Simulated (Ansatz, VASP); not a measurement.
**PbSe in VASP and in Ansatz**

```
CELL_PARAMETERS angstrom
0.00000 3.23056 3.02994
3.23056 0.00000 3.02994
3.23056 3.23056 0.00000
ATOMIC_POSITIONS crystal
Pb 0.00000 0.00000 0.00000
Se 0.50000 0.50000 0.50000
```

Alike in both runs: task single point; functional PBE; dispersion D3(BJ); k mesh 10 × 10 × 10; occupations gaussian, width 0.03 eV; no spin polarisation.

```csv
,VASP,Ansatz
version,VASP 6.6.1,Ansatz 0.2.0
potentials or method,"VASP PAW PBE potentials, release 64 (Pb_d, Se), cutoff 520 eV","scalar-relativistic, plane waves, PAW"
valence electrons in the cell,20,30
```

Ansatz gave:

* gap on the k mesh at the Fermi level (eV): 0.47
* least direct gap on the mesh (eV): 0.47
* pressure (GPa): -2.1
* traceless stress, the component that is largest in VASP (GPa): 3.84

Q: Which values does VASP return?

A: gap on the k mesh at the Fermi level (eV): 0.47; least direct gap on the mesh (eV): 0.47; pressure (GPa): -2.1; traceless stress, the component that is largest in VASP (GPa): 3.85.

VASP's potentials hold 20 valence electrons a cell and Ansatz's 30, so a difference there can come from the potentials and not from the codes. Ansatz's warnings: dispersion switch in reach.

Spin-orbit coupling is off throughout.
